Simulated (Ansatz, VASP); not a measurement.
## One calculation of Si2Sn, two programs

```
CELL_PARAMETERS angstrom
-2.03609 6.22512 2.93739
2.03609 -6.22512 2.93739
2.03609 6.22512 -2.93739
ATOMIC_POSITIONS crystal
Si 0.79187 0.36073 0.43115
Si 0.20813 0.63927 0.56885
Si 0.42958 0.36073 0.06885
Si 0.57042 0.63927 0.93115
Sn 0.16234 0.41234 0.75000
Sn 0.83766 0.58766 0.25000
```

Alike in both runs: functional PBE; k mesh 10 × 10 × 10; occupations gaussian, width 0.1 eV; no spin polarisation.

Ansatz relaxed the structure, and its values are those at the end. VASP's run is a single point on that final structure, the one shown.

|  | VASP | Ansatz |
| --- | --- | --- |
| version | VASP 6.6.1 | Ansatz 0.2.0 |
| potentials or method | VASP PAW PBE potentials, release 64 (Si, Sn_d), cutoff 520 eV | scalar-relativistic, plane waves, PAW |
| valence electrons in the cell | 44 | 44 |

Ansatz gave:

| Property | Result |
| --- | --- |
| gap on the k mesh at the Fermi level (eV) | none |
| pressure (GPa) | 0.0 |

Which values does VASP return?

gap on the k mesh at the Fermi level (eV): none; pressure (GPa): -0.1.

A gap of «none» marks a metal or a gap that the smearing closes.
